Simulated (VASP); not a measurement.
# FePt (P4/mmm) in VASP: a series of runs

FePt is run at these levels: PBE; tasks: single point.

All numbers are computed with VASP 6.6.1; they aren't measurements. Logs are shortened: lines on timing, memory, paths and dates and some standing lists are left out, and cuts for length are marked.

### Step 1. The cell of the first run

It takes space group P4/mmm (No. 123, tetragonal). The conventional cell has a = 2.667 Å, b = 2.667 Å, c = 3.625 Å, α = 90.00°, β = 90.00°, γ = 90.00°. Within 3.8 Å of Fe (site symmetry 4/mmm) lie 8 Pt at 2.62 Å and 10 Fe at 2.67 to 3.77 Å. Within 3.8 Å of Pt (site symmetry 4/mmm) lie 8 Fe at 2.62 Å and 10 Pt at 2.67 to 3.77 Å.

### Step 2. Single point, PBE, collinear spin, ferromagnetic start (12.89 Å³/atom)

File INCAR:

```
SYSTEM = FePt
ALGO     = Normal         ! electronic algorithm
EDIFF    = 1E-6           ! SCF threshold, eV
ENCUT    = 520            ! plane-wave cutoff, eV
GGA      = PE             ! functional
ISIF     = 2              ! what is computed and relaxed
ISMEAR   = -1             ! smearing method
ISPIN    = 2              ! spin polarisation
LASPH    = .True.         ! aspherical terms in the spheres
LCHARG   = .False.        ! write CHGCAR
LMAXMIX  = 4              ! l up to which the mixer works
LORBIT   = 11             ! projections on sites
LREAL    = .False.        ! projectors in reciprocal space
LWAVE    = .False.        ! write WAVECAR
MAGMOM   = 3 0            ! initial moments
NBANDS   = 20             ! bands
NELM     = 150            ! most SCF steps
PREC     = Accurate       ! precision mode
SIGMA    = 0.05           ! smearing width, eV
```

File KPOINTS:

```
k-points
0
Gamma
  12 12 9
  0 0 0
```

File POSCAR:

```
FePt
1.0
    2.6665670799      0.0000000000      0.0000000000
    0.0000000000      2.6665670799      0.0000000000
    0.0000000000      0.0000000000      3.6251111246
Fe Pt
1 1
Direct
    0.5000000000      0.5000000000      0.5000000000
    0.0000000000      0.0000000000      0.0000000000
```

Potentials or basis: VASP PAW PBE potentials, release 64 (Fe, Pt).

Started as:

```console
$ cat potpaw_PBE.64/Fe/POTCAR potpaw_PBE.64/Pt/POTCAR > POTCAR
$ mpirun -np 1 vasp_std > vasp.out
```

OUTCAR:

```text
SYSTEM = FePt
   EDIFF = 1E-6
   ENCUT = 520
   GGA = PE
   ISIF = 2
   ISMEAR = -1
   ISPIN = 2
   LASPH = .True.
   LORBIT = 11
   LREAL = .False.
   NELM = 150
   PREC = Accurate

 ion  position               nearest neighbor table
   1  0.500  0.500  0.500-   2 2.62   2 2.62   2 2.62   2 2.62   2 2.62   2 2.62   2 2.62   2 2.62

   2  0.000  0.000  0.000-   1 2.62   1 2.62   1 2.62   1 2.62   1 2.62   1 2.62   1 2.62   1 2.62

  LATTYP: Found a simple tetragonal cell.
 ALAT       =     2.6665670799
 C/A-ratio  =     1.3594674411

  Lattice vectors:

 A1 = (   2.6665670799,   0.0000000000,   0.0000000000)
 A2 = (   0.0000000000,   2.6665670799,   0.0000000000)
 A3 = (   0.0000000000,   0.0000000000,   3.6251111246)

Analysis of symmetry for initial positions (statically):
=====================================================================
 Subroutine PRICEL returns:
 Original cell was already a primitive cell.

 Routine SETGRP: Setting up the symmetry group for a
 simple tetragonal supercell.

 Subroutine GETGRP returns: Found 16 space group operations
 (whereof 16 operations were pure point group operations)
 out of a pool of 16 trial point group operations.

The static configuration has the point symmetry D_4h.

Analysis of symmetry for dynamics (positions and initial velocities):
=====================================================================
 Subroutine PRICEL returns:
 Original cell was already a primitive cell.

 Routine SETGRP: Setting up the symmetry group for a
 simple tetragonal supercell.

 Subroutine GETGRP returns: Found 16 space group operations
 (whereof 16 operations were pure point group operations)
 out of a pool of 16 trial point group operations.

The dynamic configuration has the point symmetry D_4h.

Analysis of structural, dynamic, and magnetic symmetry:
=====================================================================
 Subroutine PRICEL returns:
 Original cell was already a primitive cell.

 Routine SETGRP: Setting up the symmetry group for a
 simple tetragonal supercell.

 Subroutine GETGRP returns: Found 16 space group operations
 (whereof 16 operations were pure point group operations)
 out of a pool of 16 trial point group operations.

The overall configuration has the point symmetry D_4h.

 Subroutine INISYM returns: Found 16 space group operations
 (whereof 16 operations are pure point group operations),
 and found     1 'primitive' translations

----------------------------------------------------------------------------------------

                                     Primitive cell

  volume of cell :      25.7766

  direct lattice vectors                    reciprocal lattice vectors
     2.666567080  0.000000000  0.000000000     0.375014005  0.000000000  0.000000000
     0.000000000  2.666567080  0.000000000     0.000000000  0.375014005  0.000000000
     0.000000000  0.000000000  3.625111125     0.000000000  0.000000000  0.275853613

  length of vectors
     2.666567080  2.666567080  3.625111125     0.375014005  0.375014005  0.275853613

  position of ions in fractional coordinates (direct lattice)
     0.500000000  0.500000000  0.500000000
     0.000000000  0.000000000  0.000000000

  ion indices of the primitive-cell ions
   primitive index   ion index
                 1           1
                 2           2

----------------------------------------------------------------------------------------

 KPOINTS: k-points

Automatic generation of k-mesh.
 Grid dimensions read from file:
 generate k-points for:   12   12    9

 Generating k-lattice:

  Cartesian coordinates                     Fractional coordinates (reciprocal lattice)
     0.031251167  0.000000000  0.000000000     0.083333333  0.000000000  0.000000000
     0.000000000  0.031251167  0.000000000     0.000000000  0.083333333  0.000000000
     0.000000000  0.000000000  0.030650401     0.000000000  0.000000000  0.111111111

  Length of vectors
     0.031251167  0.031251167  0.030650401

  Shift w.r.t. Gamma in fractional coordinates (k-lattice)
     0.000000000  0.000000000  0.000000000

 Subroutine IBZKPT returns following result:
 ===========================================

 Found    140 irreducible k-points:

 Following reciprocal coordinates:
            Coordinates               Weight
  0.000000  0.000000  0.000000      1.000000
  0.083333  0.000000  0.000000      4.000000
  0.166667  0.000000  0.000000      4.000000
  0.250000  0.000000  0.000000      4.000000
  0.333333  0.000000  0.000000      4.000000
  0.416667  0.000000  0.000000      4.000000
[... 16 lines left out ...]
  0.333333  0.333333  0.000000      4.000000
  0.416667  0.333333  0.000000      8.000000
 [... further k-points ...]
   k-points           NKPTS =    140   k-points in BZ     NKDIM =    140   number of bands    NBANDS=     20
   number of dos      NEDOS =    301   number of ions     NIONS =      2
   total plane-waves  NPLWV =  11200
   dimension x,y,z NGX =    20 NGY =   20 NGZ =   28
   dimension x,y,z NGXF=    40 NGYF=   40 NGZF=   56
   ions per type =               1   1
   NGX,Y,Z   is equivalent  to a cutoff of  12.47, 12.47, 12.84 a.u.
   NGXF,Y,Z  is equivalent  to a cutoff of  24.94, 24.94, 25.68 a.u.
 SYSTEM =  FePt
   PREC   = accura    normal or accurate (medium, high low for compatibility)
   ISTART =      0    job   : 0-new  1-cont  2-samecut
   ICHARG =      2    charge: 1-file 2-atom 10-const
   ISPIN  =      2    spin polarized calculation?
   LNONCOLLINEAR =      F non collinear calculations
   LSORBIT =      F    spin-orbit coupling
   LASPH  =      T    aspherical Exc in radial PAW
   ENCUT  =  520.0 eV  38.22 Ry    6.18 a.u.   4.96  4.96  6.74*2*pi/ulx,y,z
   NELM   =    150;   NELMIN=  2; NELMDL= -5     # of ELM steps
   EDIFF  = 0.1E-05   stopping-criterion for ELM
   LREAL  =      F    real-space projection
   EDIFFG = 0.1E-04   stopping-criterion for IOM
   NSW    =      0    number of steps for IOM
   IBRION =     -1    ionic relax: 0-MD 1-quasi-New 2-CG
   NFREE  =      0    steps in history (QN), initial steepest desc. (CG)
   ISIF   =      2    stress and relaxation
   ISYM   =      2    0-nonsym 1-usesym 2-fastsym
   POTIM  = 0.5000    time-step for ionic-motion
   TEBEG  =    0.0;   TEEND  =   0.0 temperature during run
   PSTRESS=    0.0 pullay stress
   NELECT =      18.0000    total number of electrons
   NUPDOWN=      -1.0000    fix difference up-down
   EMIN   =  10.00;   EMAX   =-10.00  energy-range for DOS
   EFERMI =   0.00;   METHOD = LEGACY
   ISMEAR =    -1;   SIGMA  =   0.05  broadening in eV -4-tet -1-fermi 0-gaus
   EFERMI_NEDOS =   21; number of points for ismear=-14 and -15
   IALGO  =     38    algorithm
   IMIX   =      4    mixing-type and parameters
     AMIX     =   0.40;   BMIX     =  1.00
     AMIX_MAG =   1.60;   BMIX_MAG =  1.00
  volume/ion in A,a.u.               =      12.89        86.97
  Fermi-wavevector in a.u.,A,eV,Ry     =   1.452413  2.744663 28.701550  2.109504
  Thomas-Fermi vector in A             =   2.569798
   LORBIT       =     11    0 simple, 1 ext, 2 COOP (PROOUT), +10 PAW based schemes
   GGA     = PE    functional components
   LHFCALC =     F    Hartree Fock is set to
   AEXX    =    0.0000 exact exchange contribution
   IVDW    =     0    specifies the selected vdW correction
   LEPSILON=     F    determine dielectric tensor
   LRPA    =     F    only Hartree local field effects (RPA)
 spin polarized calculation
  energy-cutoff  :      520.00
  volume of cell :       25.78
 maximum number of plane-waves:       716
 NGX is ok and might be reduce to    20
   NGX =  9   NGY =  9   NGZ = 13

 number of electron      18.0000004 magnetization       3.1706699

 Free energy of the ion-electron system (eV)
  ---------------------------------------------------
  ext. energy  EPLUGINS =         0.00000000
  ---------------------------------------------------
  free energy    TOTEN  =       -14.67393055 eV

  energy without entropy =      -14.66301956  energy(sigma->0) =      -14.66847505

 E-fermi :   9.6522     XC(G=0): -13.4558

 val. band max:        9.6496454878   @ k =   0.5000   0.1667   0.1111
 cond. band min:       9.6591640941   @ k =   0.4167   0.4167   0.4444
 fundamental gap:      0.0095186062
 Fermi energy:         9.6521503523

 spin component 1

 k-point     1 :       0.0000    0.0000    0.0000
  band No.  band energies     occupation
      1      -0.4736      1.00000
      2       2.7977      1.00000
      3       2.9362      1.00000
      4       6.0495      1.00000
      5       6.0495      1.00000
      6       6.7256      1.00000
[... 12 lines left out ...]
     19      31.6813      0.00000
     20      31.6813      0.00000

 k-point     2 :       0.0833    0.0000    0.0000
  band No.  band energies     occupation
      1      -0.2807      1.00000
      2       2.9020      1.00000
      3       3.0728      1.00000
      4       5.9608      1.00000
      5       6.1074      1.00000
      6       6.7771      1.00000
[... 12 lines left out ...]
     19      31.6034      0.00000
     20      32.0397      0.00000
[... 465 lines left out ...]
      3       4.0561      1.00000
      4       4.3082      1.00000
      5       6.5914      1.00000
      6       7.5819      1.00000
[... 12 lines left out ...]
     19      31.0139      0.00000
     20      31.1506      0.00000

 k-point    24 :       0.4167    0.3333    0.0000
  band No.  band energies     occupation
      1       2.7651      1.00000
      2       3.6879      1.00000
      3       3.8062      1.00000
      4       4.0448      1.00000
      5       7.2185      1.00000
      6       7.8968      1.00000
[... 12 lines left out ...]
     19      31.5612      0.00000
     20      31.6173      0.00000

 [... further k-points ...]

 spin component 2

 k-point     1 :       0.0000    0.0000    0.0000
  band No.  band energies     occupation
      1      -0.3338      1.00000
      2       3.3059      1.00000
      3       3.3433      1.00000
      4       7.0782      1.00000
      5       7.0782      1.00000
      6       8.7616      1.00000
[... 12 lines left out ...]
     19      31.7794      0.00000
     20      31.7794      0.00000

 k-point     2 :       0.0833    0.0000    0.0000
  band No.  band energies     occupation
      1      -0.1399      1.00000
      2       3.3944      1.00000
      3       3.5001      1.00000
      4       6.8914      1.00000
      5       7.1342      1.00000
      6       8.7016      1.00000
[... 12 lines left out ...]
     19      31.9295      0.00000
     20      32.1395      0.00000
[... 465 lines left out ...]
      3       4.8265      1.00000
      4       4.9420      1.00000
      5       7.1257      1.00000
      6       7.9252      1.00000
[... 12 lines left out ...]
     19      31.3237      0.00000
     20      31.6198      0.00000

 k-point    24 :       0.4167    0.3333    0.0000
  band No.  band energies     occupation
      1       3.1785      1.00000
      2       4.4352      1.00000
      3       4.4738      1.00000
      4       4.8046      1.00000
      5       7.6310      1.00000
      6       9.0479      0.99999
[... 12 lines left out ...]
     19      31.9672      0.00000
     20      31.9787      0.00000

 [... further k-points ...]

------------------------ aborting loop because EDIFF is reached ----------------------------------------

  FORCE on cell =-STRESS in cart. coord.  units (eV):
  Direction    XX          YY          ZZ          XY          YZ          ZX
  --------------------------------------------------------------------------------------
  -------------------------------------------------------------------------------------
  Total        3.1973331      3.1973331      3.5911696      0.0000000      0.0000000      0.0000000
  in kB      198.7339758    198.7339758    223.2133431      0.0000000      0.0000000      0.0000000
  external PRESSURE =     206.8937649 kB  Pullay stress =       0.0000000 kB

 VOLUME and BASIS-vectors are now :
 -----------------------------------------------------------------------------
  energy-cutoff  :      520.00
  volume of cell :       25.78
      direct lattice vectors                 reciprocal lattice vectors
     2.666567080  0.000000000  0.000000000     0.375014005  0.000000000  0.000000000
     0.000000000  2.666567080  0.000000000     0.000000000  0.375014005  0.000000000
     0.000000000  0.000000000  3.625111125     0.000000000  0.000000000  0.275853613

 POSITION                                       TOTAL-FORCE (eV/Angst)
 -----------------------------------------------------------------------------------
      1.33328      1.33328      1.81256         0.000000      0.000000      0.000000
      0.00000      0.00000      0.00000         0.000000      0.000000      0.000000
 -----------------------------------------------------------------------------------
    total drift:                               -0.000000      0.000000      0.000000

  FREE ENERGIE OF THE ION-ELECTRON SYSTEM (eV)
  ---------------------------------------------------
  free  energy   TOTEN  =       -14.6739305544 eV

  energy  without entropy=      -14.6630195555  energy(sigma->0) =      -14.66847505

 total charge

# of ion       s       p       d       tot
------------------------------------------
    1        0.436   0.512   6.193   7.141
    2        0.752   0.752   8.102   9.606
--------------------------------------------------
tot          1.188   1.264  14.295  16.747

 magnetization (x)

# of ion       s       p       d       tot
------------------------------------------
    1        0.004  -0.007   2.811   2.808
    2       -0.026  -0.070   0.422   0.326
--------------------------------------------------
tot         -0.022  -0.077   3.233   3.134
```

It took 99 s on 1 thread of Intel Xeon Platinum 8488C (Sapphire Rapids), shared host; peak memory 0.23 GiB.

What came out:

```yaml
Free_energy: -14.6739 eV
Pressure: 20.7 GPa
Net_moment: 3.17 μB per cell
Site_moments: Fe +2.81; Pt +0.33 μB
Valence_electrons_inside_the_program's_atomic_spheres: Fe 7.14; Pt 9.61
```

Stress tensor (GPa, compression positive):
```
19.87  0.00  0.00
 0.00 19.87  0.00
 0.00  0.00 22.32
```

Caveat: the cell stands under pressure; spin-orbit coupling is left out, which moves the levels of the heavy elements.

### Step 3. Single point, PBE, collinear spin, ferromagnetic start (13.43 Å³/atom)

This run uses another cell than the first one, of 13.43 Å³/atom.

File INCAR:

```
SYSTEM = FePt
PREC = Accurate
ENCUT = 520
EDIFF = 1E-6
ISMEAR = -1
SIGMA = 0.05
LREAL = .False.
LASPH = .True.
NELM = 150
ALGO = Normal
ISIF = 2
LWAVE = .False.
LCHARG = .False.
ISPIN = 2
MAGMOM = 3 0
LORBIT = 11
LMAXMIX = 4
GGA = PE
NBANDS = 20
```

File KPOINTS:

```
Automatic mesh
0
Gamma
  12 12 9
  0 0 0
```

File POSCAR:

```
FePt
1.0
    2.7033873162      0.0000000000      0.0000000000
    0.0000000000      2.7033873162      0.0000000000
    0.0000000000      0.0000000000      3.6751670370
Fe Pt
1 1
Direct
    0.5000000000      0.5000000000      0.5000000000
    0.0000000000      0.0000000000      0.0000000000
```

Potentials or basis: VASP PAW PBE potentials, release 64 (Fe, Pt).

Started as:

```console
$ cat potpaw_PBE.64/Fe/POTCAR potpaw_PBE.64/Pt/POTCAR > POTCAR
$ mpirun -np 1 vasp_std > vasp.out
```

Run time: 1.9 min. Hardware: 1 thread of Intel Xeon Platinum 8488C (Sapphire Rapids), shared host; peak memory 0.23 GiB.

The run converged. Its results:

* Free energy: -14.7749 eV
* Pressure: 9.5 GPa
* Net moment: 3.25 μB per cell
* Site moments: Fe +2.88; Pt +0.33 μB
* Valence electrons inside the program's atomic spheres: Fe 7.04; Pt 9.50

Stress tensor (GPa, compression positive):
```
 8.78  0.00  0.00
 0.00  8.78  0.00
 0.00  0.00 10.78
```

Levels at points of the mesh, in eV from the Fermi level:
Spin up:
```
           k point  band 7  band 8  band 9  band 10  band 11  band 12  band 13  band 14  band 15  band 16
(0.00, 0.00, 0.00)   -2.11   -1.86   -0.48    -0.31    -0.31     2.40    10.21    11.80    11.80    17.30
(0.50, 0.00, 0.00)   -2.77   -2.50   -2.11    -1.66     0.24     2.13    10.70    10.86    12.97    13.68
(0.50, 0.50, 0.00)   -0.46   -0.37   -0.37     0.60     1.61     1.61     7.84    10.37    11.09    12.58
```
Spin down:
```
           k point  band 6  band 7  band 8  band 9  band 10  band 11
(0.00, 0.00, 0.00)   -0.80   -0.79    0.63    1.75     1.76     1.76
(0.50, 0.00, 0.00)   -1.39   -1.21   -0.94    0.53     0.72     2.46
(0.50, 0.50, 0.00)    1.31    1.71    1.75    1.75     1.79     1.85
```

Caveat: the cell stands under pressure; spin-orbit coupling is left out, which moves the levels of the heavy elements.
